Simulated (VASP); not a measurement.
MnO2:

```
Mn O
1.0
     2.92030    0.00000    0.00000
    -1.46015    2.52905    0.00000
     0.00000    0.00000    5.50702
Mn O
1 2
Direct
  0.00000 0.00000 0.00000
  0.33333 0.66667 0.17287
  0.66667 0.33333 0.82713
```

Base run:

- Program: VASP 6.6.1
- Functional: PBE
- Potentials or basis: VASP PAW PBE potentials, release 64 (Mn_pv, O)
- Cutoff: 520 eV
- k mesh: 6 × 6 × 4
- Occupations: gaussian, width 0.05 eV
- Spin: collinear spin, ferromagnetic start
- Starting moments: [3.15, 0.0, 0.0] μB
- Hubbard terms: Mn d U = 3.9 eV

Its results: band gap on the k mesh 1.92 eV, indirect (least direct gap 2.20 eV); pressure 0.4 GPa; net moment 3.00 μB per cell; site moments Mn +3.24; O -0.13 μB; largest force 0.086 eV/Å.

The run is repeated on the same cell with these changes: potentials or basis from VASP PAW PBE potentials, release 64 (Mn_pv, O) to VASP PAW PBE potentials, release 64 (Mn_sv, O); cutoff from 520 eV to 600 eV; valence electrons from 25 to 27. What comes out?

Band gap on the k mesh 2.06 eV, indirect (least direct gap 2.33 eV); pressure -2.3 GPa; net moment 3.00 μB per cell; site moments Mn +3.11; O -0.10 μB; largest force 0.064 eV/Å.

Caveats: a cell with one magnetic atom can't hold antiferromagnetic order, which such compounds often take.

A k mesh can miss the band edges.
